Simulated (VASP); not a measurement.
The system is Nb2H3.

```
Nb H
1.0
     3.30916    0.00000    0.00000
    -1.65458    2.86582    0.00000
     0.00000    0.00000    5.14852
Nb H
2 3
Direct
  0.33333 0.66667 0.24500
  0.66667 0.33333 0.75500
  0.00000 0.00000 0.00000
  0.33333 0.66667 0.64500
  0.66667 0.33333 0.35500
```

```yaml
Program: VASP 6.6.1
Task: relaxation of cell and atoms
Functional: PBE
Potentials_or_basis: VASP PAW PBE potentials, release 64 (Nb_sv, H)
Cutoff: 600 eV
k_mesh: 6 × 6 × 4
Occupations: gaussian, width 0.1 eV
Spin: no spin polarisation
```

At the start: pressure -15.3 GPa; volume 9.77 Å³/atom.

Task: Where does the relaxation end?

Result: Over 16 steps the energy falls by 81.5 meV/atom and the volume is 8.80 Å³/atom (-9.9 %); space group P-3m1 (No. 164, to 0.05 Å).

The path:
```tsv
step	energy change (eV)	largest force (eV/Å)	pressure (GPa)	volume (Å³)
1	0.0000	0.6275	-15.26	48.83
2	-0.2763	0.5307	6.65	42.54
3	-0.2953	0.5070	1.39	43.68
4	-0.3334	0.4510	1.10	43.74
5	-0.3507	0.4534	0.97	43.80
6	-0.3799	0.2557	-0.93	44.18
7	-0.3896	0.1059	-2.49	44.53
8	-0.3991	0.0491	1.13	43.64
9	-0.3994	0.0283	0.66	43.75
10	-0.4026	0.0198	0.57	43.78
11	-0.4068	0.0378	0.46	43.84
12	-0.3973	0.1387	0.49	43.92
13	-0.4073	0.0427	0.41	43.85
14	-0.4074	0.0472	0.43	43.86
15	-0.4074	0.0204	-0.80	44.15
16	-0.4077	0.0319	-0.20	44.00
```

Final structure:
```
CELL_PARAMETERS angstrom
3.09722 0.00000 0.00000
-1.54861 2.68227 0.00000
0.00000 0.00000 5.29689
ATOMIC_POSITIONS crystal
Nb 0.33333 0.66667 0.23520
Nb 0.66667 0.33333 0.76480
H 0.00000 0.00000 0.00000
H 0.33333 0.66667 0.61142
H 0.66667 0.33333 0.38858
```

Caveat: the k points lie up to 0.39 Å⁻¹ apart in the final cell.
